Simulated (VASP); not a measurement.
# Si2W (I4/mmm) in VASP: notebook

The runs below take Si2W through single point, relaxation of cell and atoms, with r2SCAN.

All numbers are computed with VASP 6.6.1; they aren't measurements. Logs are shortened: lines on timing, memory, paths and dates and some standing lists are left out, and cuts for length are marked.

### 1 The cell of the first run

It takes space group I4/mmm (No. 139, tetragonal). The conventional cell has a = 3.170 Å, b = 3.170 Å, c = 7.724 Å, α = 90.00°, β = 90.00°, γ = 90.00°. Within 3.4 Å of W (site symmetry 4/mmm) lie 10 Si at 2.58 to 2.59 Å and 4 W at 3.17 Å. Within 3.4 Å of Si (site symmetry 4mm) lie 9 Si at 2.55 to 3.17 Å and 5 W at 2.58 to 2.59 Å.

### 2 Single point, r2SCAN

POSCAR

```
Si2W
1.0
   -1.5851824729      1.5851824729      3.8620387842
    1.5851824729     -1.5851824729      3.8620387842
    1.5851824729      1.5851824729     -3.8620387842
W Si
1 2
Direct
    0.0000000000      0.0000000000      0.0000000000
    0.6653000000      0.6653000000      0.0000000000
    0.3347000000      0.3347000000      0.0000000000
```

INCAR.step1

```
SYSTEM = Si2W
ALGO = Normal
EDIFF = 1E-4
ENCUT = 520
GGA = PE
ISMEAR = -1
LASPH = .TRUE.
LCHARG = .FALSE.
LREAL = .FALSE.
LWAVE = .TRUE.
NBANDS = 18
NELM = 80
PREC = Accurate
SIGMA = 0.05
```

INCAR.step2

```
SYSTEM = Si2W
ALGO = Normal
EDIFF = 1E-6
ENCUT = 520
ISIF = 2
ISMEAR = -1
ISTART = 1
LASPH = .TRUE.
LCHARG = .FALSE.
LMIXTAU = .TRUE.
LREAL = .FALSE.
LWAVE = .FALSE.
METAGGA = R2SCAN
NBANDS = 18
NELM = 80
PREC = Accurate
SIGMA = 0.05
```

KPOINTS

```
k-points
0
G
  12 12 12
  0 0 0
```

Potentials or basis: VASP PAW PBE potentials, release 64 (W_sv, Si).

Started as:

```bash
> cat potpaw_PBE.64/W_sv/POTCAR potpaw_PBE.64/Si/POTCAR > POTCAR
> cp INCAR.step1 INCAR
> mpirun -np 1 vasp_std > vasp.out
> cp INCAR.step2 INCAR
> mpirun -np 1 vasp_std > vasp.out
```

OUTCAR:

```text
SYSTEM = Si2W
   EDIFF = 1E-6
   ENCUT = 520
   ISIF = 2
   ISMEAR = -1
   ISTART = 1
   LASPH = .TRUE.
   LREAL = .FALSE.
   METAGGA = R2SCAN
   NELM = 80
   PREC = Accurate

 ion  position               nearest neighbor table
   1  0.000  0.000  0.000-   2 2.58   2 2.58   2 2.58   3 2.58   2 2.58   3 2.58   3 2.58   3 2.58
                             2 2.59   3 2.59
   2  0.665  0.665  0.000-   3 2.55   1 2.58   1 2.58   1 2.58   1 2.58   1 2.59   3 2.60   3 2.60
                             3 2.60   3 2.60
   3  0.335  0.335  0.000-   2 2.55   1 2.58   1 2.58   1 2.58   1 2.58   1 2.59   2 2.60   2 2.60
                             2 2.60   2 2.60

  LATTYP: Found a body centered tetragonal cell.
 ALAT       =     3.1703649458
 C/A-ratio  =     2.4363370465

  Lattice vectors:

 A1 = (  -1.5851824729,   1.5851824729,   3.8620387842)
 A2 = (   1.5851824729,  -1.5851824729,   3.8620387842)
 A3 = (   1.5851824729,   1.5851824729,  -3.8620387842)

Analysis of symmetry for initial positions (statically):
=====================================================================
 Subroutine PRICEL returns:
 Original cell was already a primitive cell.

 Routine SETGRP: Setting up the symmetry group for a
 body centered tetragonal supercell.

 Subroutine GETGRP returns: Found 16 space group operations
 (whereof 16 operations were pure point group operations)
 out of a pool of 16 trial point group operations.

The static configuration has the point symmetry D_4h.

Analysis of symmetry for dynamics (positions and initial velocities):
=====================================================================
 Subroutine PRICEL returns:
 Original cell was already a primitive cell.

 Routine SETGRP: Setting up the symmetry group for a
 body centered tetragonal supercell.

 Subroutine GETGRP returns: Found 16 space group operations
 (whereof 16 operations were pure point group operations)
 out of a pool of 16 trial point group operations.

The dynamic configuration has the point symmetry D_4h.

 Subroutine INISYM returns: Found 16 space group operations
 (whereof 16 operations are pure point group operations),
 and found     1 'primitive' translations

----------------------------------------------------------------------------------------

                                     Primitive cell

  volume of cell :      38.8182

  direct lattice vectors                    reciprocal lattice vectors
    -1.585182473  1.585182473  3.862038784     0.000000000  0.315421100  0.129465297
     1.585182473 -1.585182473  3.862038784     0.315421100  0.000000000  0.129465297
     1.585182473  1.585182473 -3.862038784     0.315421100  0.315421100  0.000000000

  length of vectors
     4.465529142  4.465529142  4.465529142     0.340957085  0.340957085  0.446072798

  position of ions in fractional coordinates (direct lattice)
     0.000000000  0.000000000  0.000000000
     0.665300000  0.665300000  0.000000000
     0.334700000  0.334700000  0.000000000

  ion indices of the primitive-cell ions
   primitive index   ion index
                 1           1
                 2           2
                 3           3

----------------------------------------------------------------------------------------

 KPOINTS: k-points

Automatic generation of k-mesh.
 Grid dimensions read from file:
 generate k-points for:   12   12   12

 Generating k-lattice:

  Cartesian coordinates                     Fractional coordinates (reciprocal lattice)
     0.000000000  0.026285092  0.010788775     0.083333333  0.000000000  0.000000000
     0.026285092  0.000000000  0.010788775     0.000000000  0.083333333  0.000000000
     0.026285092  0.026285092  0.000000000     0.000000000  0.000000000  0.083333333

  Length of vectors
     0.028413090  0.028413090  0.037172733

  Shift w.r.t. Gamma in fractional coordinates (k-lattice)
     0.000000000  0.000000000  0.000000000

 Subroutine IBZKPT returns following result:
 ===========================================

 Found    163 irreducible k-points:

 Following reciprocal coordinates:
            Coordinates               Weight
  0.000000  0.000000  0.000000      1.000000
  0.083333  0.000000 -0.000000      8.000000
  0.166667  0.000000 -0.000000      8.000000
  0.250000  0.000000 -0.000000      8.000000
  0.333333  0.000000  0.000000      8.000000
  0.416667  0.000000  0.000000      8.000000
[... 16 lines left out ...]
  0.500000  0.166667 -0.000000     16.000000
 -0.416667  0.166667  0.000000     16.000000
 [... further k-points ...]
   k-points           NKPTS =    163   k-points in BZ     NKDIM =    163   number of bands    NBANDS=     18
   number of dos      NEDOS =    301   number of ions     NIONS =      3
   total plane-waves  NPLWV =  46656
   dimension x,y,z NGX =    36 NGY =   36 NGZ =   36
   dimension x,y,z NGXF=    72 NGYF=   72 NGZF=   72
   ions per type =               1   2
   NGX,Y,Z   is equivalent  to a cutoff of  13.40, 13.40, 13.40 a.u.
   NGXF,Y,Z  is equivalent  to a cutoff of  26.80, 26.80, 26.80 a.u.
 SYSTEM =  Si2W
   PREC   = accura    normal or accurate (medium, high low for compatibility)
   ISTART =      1    job   : 0-new  1-cont  2-samecut
   ICHARG =      0    charge: 1-file 2-atom 10-const
   ISPIN  =      1    spin polarized calculation?
   LNONCOLLINEAR =      F non collinear calculations
   LSORBIT =      F    spin-orbit coupling
   LASPH  =      T    aspherical Exc in radial PAW
   ENCUT  =  520.0 eV  38.22 Ry    6.18 a.u.   8.30  8.30  8.30*2*pi/ulx,y,z
   NELM   =     80;   NELMIN=  2; NELMDL=  0     # of ELM steps
   EDIFF  = 0.1E-05   stopping-criterion for ELM
   LREAL  =      F    real-space projection
   EDIFFG = 0.1E-04   stopping-criterion for IOM
   NSW    =      0    number of steps for IOM
   IBRION =     -1    ionic relax: 0-MD 1-quasi-New 2-CG
   NFREE  =      0    steps in history (QN), initial steepest desc. (CG)
   ISIF   =      2    stress and relaxation
   ISYM   =      2    0-nonsym 1-usesym 2-fastsym
   POTIM  = 0.5000    time-step for ionic-motion
   TEBEG  =    0.0;   TEEND  =   0.0 temperature during run
   PSTRESS=    0.0 pullay stress
   NELECT =      22.0000    total number of electrons
   NUPDOWN=      -1.0000    fix difference up-down
   EMIN   =  10.00;   EMAX   =-10.00  energy-range for DOS
   EFERMI =   0.00;   METHOD = LEGACY
   ISMEAR =    -1;   SIGMA  =   0.05  broadening in eV -4-tet -1-fermi 0-gaus
   EFERMI_NEDOS =   21; number of points for ismear=-14 and -15
   IALGO  =     38    algorithm
   IMIX   =      4    mixing-type and parameters
     AMIX     =   0.40;   BMIX     =  1.00
     AMIX_MAG =   1.60;   BMIX_MAG =  1.00
  volume/ion in A,a.u.               =      12.94        87.32
  Fermi-wavevector in a.u.,A,eV,Ry     =   1.354786  2.560174 24.972744  1.835445
  Thomas-Fermi vector in A             =   2.481928
   LORBIT       =      0    0 simple, 1 ext, 2 COOP (PROOUT), +10 PAW based schemes
   METAGGA = R2SCAN    functional components
   LHFCALC =     F    Hartree Fock is set to
   AEXX    =    0.0000 exact exchange contribution
   IVDW    =     0    specifies the selected vdW correction
   LEPSILON=     F    determine dielectric tensor
   LRPA    =     F    only Hartree local field effects (RPA)
 non-spin polarized calculation
  energy-cutoff  :      520.00
  volume of cell :       38.82
 maximum number of plane-waves:      1063
 NGX is ok and might be reduce to    36
   NGX = 17   NGY = 17   NGZ = 17

 number of electron      22.0000000 magnetization

 Free energy of the ion-electron system (eV)
  ---------------------------------------------------
  ext. energy  EPLUGINS =         0.00000000
  ---------------------------------------------------
  free energy    TOTEN  =       -69.77332857 eV

  energy without entropy =      -69.77143653  energy(sigma->0) =      -69.77238255

 E-fermi :  12.5269     XC(G=0): -13.7218

 val. band max:       12.4547213116   @ k =  -0.3333  -0.4167   0.3333
 cond. band min:      12.5457275585   @ k =  -0.4167  -0.4167   0.3333
 fundamental gap:      0.0910062470
 Fermi energy:        12.5269449210

 k-point     1 :       0.0000    0.0000    0.0000
  band No.  band energies     occupation
      1     -63.1409      2.00000
      2     -26.8140      2.00000
      3     -26.7625      2.00000
      4     -26.7625      2.00000
      5      -2.6954      2.00000
      6       4.9953      2.00000
[... 10 lines left out ...]
     17      18.7840      0.00000
     18      18.7840      0.00000

 k-point     2 :       0.0833    0.0000   -0.0000
  band No.  band energies     occupation
      1     -63.1402      2.00000
      2     -26.8126      2.00000
      3     -26.7815      2.00000
      4     -26.7607      2.00000
      5      -2.5497      2.00000
      6       5.0187      2.00000
[... 10 lines left out ...]
     17      18.8002      0.00000
     18      19.2904      0.00000

 k-point     3 :       0.1667    0.0000   -0.0000
  band No.  band energies     occupation
      1     -63.1382      2.00000
      2     -26.8333      2.00000
      3     -26.8086      2.00000
      4     -26.7559      2.00000
      5      -2.1202      2.00000
      6       5.0340      2.00000
[... 10 lines left out ...]
     17      19.1420      0.00000
     18      20.4136      0.00000

 k-point     4 :       0.2500    0.0000   -0.0000
  band No.  band energies     occupation
      1     -63.1354      2.00000
      2     -26.9032      2.00000
      3     -26.8033      2.00000
      4     -26.7493      2.00000
      5      -1.4297      2.00000
      6       4.8102      2.00000
[... 375 lines left out ...]
      4     -26.7880      2.00000
      5       1.2696      2.00000
      6       2.9302      2.00000
[... 10 lines left out ...]
     17      20.4933      0.00000
     18      22.0715      0.00000

 k-point    23 :       0.5000    0.1667   -0.0000
  band No.  band energies     occupation
      1     -63.1273      2.00000
      2     -27.0300      2.00000
      3     -26.8026      2.00000
      4     -26.7851      2.00000
      5       1.7999      2.00000
      6       2.3971      2.00000
[... 10 lines left out ...]
     17      20.5779      0.00000
     18      22.0428      0.00000

 k-point    24 :      -0.4167    0.1667    0.0000
  band No.  band energies     occupation
      1     -63.1281      2.00000
      2     -27.0119      2.00000
      3     -26.8046      2.00000
      4     -26.7853      2.00000
      5       0.6740      2.00000
      6       3.5536      2.00000
[... 10 lines left out ...]
     17      20.2613      0.00000
     18      21.7250      0.00000

 [... further k-points ...]

------------------------ aborting loop because EDIFF is reached ----------------------------------------

  FORCE on cell =-STRESS in cart. coord.  units (eV):
  Direction    XX          YY          ZZ          XY          YZ          ZX
  --------------------------------------------------------------------------------------
  -------------------------------------------------------------------------------------
  Total        2.2897313      2.2897313      2.3167898      0.0000000     -0.0000000      0.0000000
  in kB       94.5061269     94.5061269     95.6229339      0.0000000     -0.0000000      0.0000000
  external PRESSURE =      94.8783959 kB  Pullay stress =       0.0000000 kB

 VOLUME and BASIS-vectors are now :
 -----------------------------------------------------------------------------
  energy-cutoff  :      520.00
  volume of cell :       38.82
      direct lattice vectors                 reciprocal lattice vectors
    -1.585182473  1.585182473  3.862038784     0.000000000  0.315421100  0.129465297
     1.585182473 -1.585182473  3.862038784     0.315421100  0.000000000  0.129465297
     1.585182473  1.585182473 -3.862038784     0.315421100  0.315421100  0.000000000

 POSITION                                       TOTAL-FORCE (eV/Angst)
 -----------------------------------------------------------------------------------
      0.00000      0.00000      0.00000         0.000000      0.000000     -0.000000
      0.00000      0.00000      5.13883        -0.000000     -0.000000      0.115551
      0.00000      0.00000      2.58525         0.000000      0.000000     -0.115551
 -----------------------------------------------------------------------------------
    total drift:                               -0.000000     -0.000000      0.000000

  FREE ENERGIE OF THE ION-ELECTRON SYSTEM (eV)
  ---------------------------------------------------
  free  energy   TOTEN  =       -69.7733285661 eV

  energy  without entropy=      -69.7714365303  energy(sigma->0) =      -69.77238255
```

Wall time 15 min (1 thread of Intel Xeon Platinum 8375C at 2.90GHz (Ice Lake), shared host); peak memory 0.28 GiB.

Results:

* Free energy: -69.7733 eV
* Pressure: 9.5 GPa
* Largest force: 0.116 eV/Å
* Band gap on the k mesh: zero (bands 11 and 12 overlap by 1.42 eV)

Forces in eV/Å, atoms in the order of the input:
```
W    0.000  0.000  0.000
Si   0.000  0.000  0.116
Si   0.000  0.000 -0.116
```

Stress tensor (GPa, compression positive):
```
9.45 0.00 0.00
0.00 9.45 0.00
0.00 0.00 9.56
```

Levels at points of the mesh, in eV from the Fermi level:
```tsv
k point	band 8	band 9	band 10	band 11	band 12	band 13	band 14	band 15
(0.00, 0.00, 0.00)	-3.62	-3.16	-3.16	0.63	2.99	3.29	3.31	3.31
(0.50, 0.00, 0.00)	-5.35	-3.13	-3.03	-0.55	3.00	3.16	4.25	5.12
(0.50, 0.50, 0.00)	-5.68	-5.49	-3.65	-2.01	3.19	3.46	3.61	4.29
(0.50, 0.50, 0.50)	-2.81	-0.95	-0.95	-0.57	-0.57	0.83	5.03	6.03
```

Caveat: the cell stands under pressure; the PAW data sets were made with another functional, which shifts forces and pressure a little; spin-orbit coupling is left out, which moves the levels of the heavy elements.

### 3 Single point, r2SCAN

This run uses another cell than the first one, of 13.21 Å³/atom.

POSCAR

```
Si2W
1.0
   -1.5961151113      1.5961151113      3.8886743761
    1.5961151113     -1.5961151113      3.8886743761
    1.5961151113      1.5961151113     -3.8886743761
W Si
1 2
Direct
    0.0000000000      0.0000000000      0.0000000000
    0.6653000000      0.6653000000      0.0000000000
    0.3347000000      0.3347000000      0.0000000000
```

INCAR.step1

```
SYSTEM = Si2W
PREC = Accurate
ENCUT = 520
ISMEAR = -1
SIGMA = 0.05
LREAL = .False.
LASPH = .True.
NELM = 100
NBANDS = 18
GGA = PE
ALGO = Normal
EDIFF = 1E-4
LWAVE = .True.
LCHARG = .False.
```

INCAR.step2

```
SYSTEM = Si2W
PREC = Accurate
ENCUT = 520
EDIFF = 1E-7
ISMEAR = -1
SIGMA = 0.05
LREAL = .False.
LASPH = .True.
NELM = 100
ALGO = Normal
ISIF = 2
LWAVE = .False.
LCHARG = .False.
METAGGA = R2SCAN
LMIXTAU = .True.
NBANDS = 18
ISTART = 1
```

KPOINTS

```
regular mesh
0
Gamma
  12 12 12
  0 0 0
```

Potentials or basis: VASP PAW PBE potentials, release 64 (W_sv, Si).

Started as:

```bash
> cat potpaw_PBE.64/W_sv/POTCAR potpaw_PBE.64/Si/POTCAR > POTCAR
> cp INCAR.step1 INCAR
> mpirun -np 1 vasp_std > vasp.out
> cp INCAR.step2 INCAR
> mpirun -np 1 vasp_std > vasp.out
```

OUTCAR:

```text
SYSTEM = Si2W
   PREC = Accurate
   ENCUT = 520
   EDIFF = 1E-7
   ISMEAR = -1
   LREAL = .False.
   LASPH = .True.
   NELM = 100
   ISIF = 2
   METAGGA = R2SCAN
   ISTART = 1

 ion  position               nearest neighbor table
   1  0.000  0.000  0.000-   2 2.60   2 2.60   2 2.60   3 2.60   2 2.60   3 2.60   3 2.60   3 2.60
                             2 2.60   3 2.60
   2  0.665  0.665  0.000-   3 2.57   1 2.60   1 2.60   1 2.60   1 2.60   1 2.60   3 2.61   3 2.61
                             3 2.61   3 2.61
   3  0.335  0.335  0.000-   2 2.57   1 2.60   1 2.60   1 2.60   1 2.60   1 2.60   2 2.61   2 2.61
                             2 2.61   2 2.61
[... 704 lines left out ...]
  --------------------------------------------------------------------------------------
  -------------------------------------------------------------------------------------
  Total        1.0427038      1.0427038      0.8697616      0.0000000      0.0000000     -0.0000000
  in kB       42.1581493     42.1581493     35.1658269      0.0000000      0.0000000     -0.0000000
  external PRESSURE =      39.8273752 kB  Pullay stress =       0.0000000 kB

 VOLUME and BASIS-vectors are now :
 -----------------------------------------------------------------------------
  energy-cutoff  :      520.00
  volume of cell :       39.63
      direct lattice vectors                 reciprocal lattice vectors
    -1.596115111  1.596115111  3.888674376     0.000000000  0.313260614  0.128578521
     1.596115111 -1.596115111  3.888674376     0.313260614  0.000000000  0.128578521
     1.596115111  1.596115111 -3.888674376     0.313260614  0.313260614  0.000000000

 POSITION                                       TOTAL-FORCE (eV/Angst)
 -----------------------------------------------------------------------------------
      0.00000      0.00000      0.00000        -0.000000     -0.000000      0.000000
      0.00000      0.00000      5.17427        -0.000000     -0.000000      0.050028
      0.00000      0.00000      2.60308         0.000000      0.000000     -0.050028
 -----------------------------------------------------------------------------------
    total drift:                               -0.000000     -0.000000      0.000000

  FREE ENERGIE OF THE ION-ELECTRON SYSTEM (eV)
  ---------------------------------------------------
  free  energy   TOTEN  =       -69.8072820982 eV

  energy  without entropy=      -69.8053208893  energy(sigma->0) =      -69.80630149
```

It took 12 min on 1 thread of Intel Xeon Platinum 8375C at 2.90GHz (Ice Lake), shared host; peak memory 0.29 GiB.

Results:

| Property | Result |
| --- | --- |
| Free energy | -69.8073 eV |
| Pressure | 4.0 GPa |
| Largest force | 0.050 eV/Å |
| Band gap on the k mesh | zero (bands 11 and 12 overlap by 1.38 eV) |

Forces in eV/Å, atoms in the order of the input:
```
W    0.000  0.000  0.000
Si   0.000  0.000  0.050
Si   0.000  0.000 -0.050
```

Levels at points of the mesh, in eV from the Fermi level:
```
           k point  band 8  band 9  band 10  band 11  band 12  band 13  band 14  band 15
(0.00, 0.00, 0.00)   -3.50   -3.10    -3.10     0.61     3.08     3.15     3.25     3.25
(0.50, 0.00, 0.00)   -5.28   -3.06    -2.95    -0.52     2.96     3.07     4.21     4.94
(0.50, 0.50, 0.00)   -5.69   -5.40    -3.56    -2.01     3.10     3.36     3.51     4.21
(0.50, 0.50, 0.50)   -2.74   -0.96    -0.96    -0.56    -0.56     0.81     4.94     5.76
```

Caveat: the cell stands under pressure; the PAW data sets were made with another functional, which shifts forces and pressure a little; spin-orbit coupling is left out, which moves the levels of the heavy elements.

[end of part 1 of 2]
